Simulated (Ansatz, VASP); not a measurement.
# Ga2O3 in VASP and in Ansatz

```
Ga O
1.0
     2.52872    1.32373    4.49724
    -2.52872    1.32373    4.49724
     0.00000   -3.05615    4.62863
Ga O
4 6
Cartesian
  0.0000 -0.1454 4.8480
  0.0000 -0.0589 1.9635
  0.0000 -0.2633 8.7751
  0.0000 -0.3498 11.6596
  -0.9954 1.2216 7.9030
  -0.7666 -1.8305 7.9946
  1.7621 -0.1063 7.9428
  0.9954 -1.6302 5.7201
  0.7666 1.4218 5.6285
  -1.7621 -0.3024 5.6803
```

Change from the starting cell: strain -0.0600 x Voigt [0, 0, 0, 1, 0, 0], atoms carried along.

Alike in both runs: task single point; functional PBE; k mesh 6 × 6 × 6; occupations gaussian, width 0.05 eV; no spin polarisation.

|  | VASP | Ansatz |
| --- | --- | --- |
| version | VASP 6.6.1 | Ansatz 0.2.0 |
| potentials or method | VASP PAW PBE potentials, release 64 (Ga_d, O), cutoff 520 eV | scalar-relativistic, plane waves, PAW |
| valence electrons in the cell | 88 | 88 |

Ansatz gave:

| Quantity | Value |
| --- | --- |
| gap on the k mesh at the Fermi level (eV) | 2.36 |
| least direct gap on the mesh (eV) | 2.61 |
| pressure (GPa) | 0.7 |
| traceless stress, the component that is largest in VASP (GPa) | 5.45 |
| rms of the force components (eV/Å) | 0.174 |

Problem. Which values does VASP return?

Solution. gap on the k mesh at the Fermi level (eV): 2.35; least direct gap on the mesh (eV): 2.60; pressure (GPa): 1.6; traceless stress, the component that is largest in VASP (GPa): 5.52; rms of the force components (eV/Å): 0.173.

Atom by atom the forces differ by 0.006 eV/Å (rms over components). With one functional, cell and mesh, what is left measures potentials, basis and numerics.
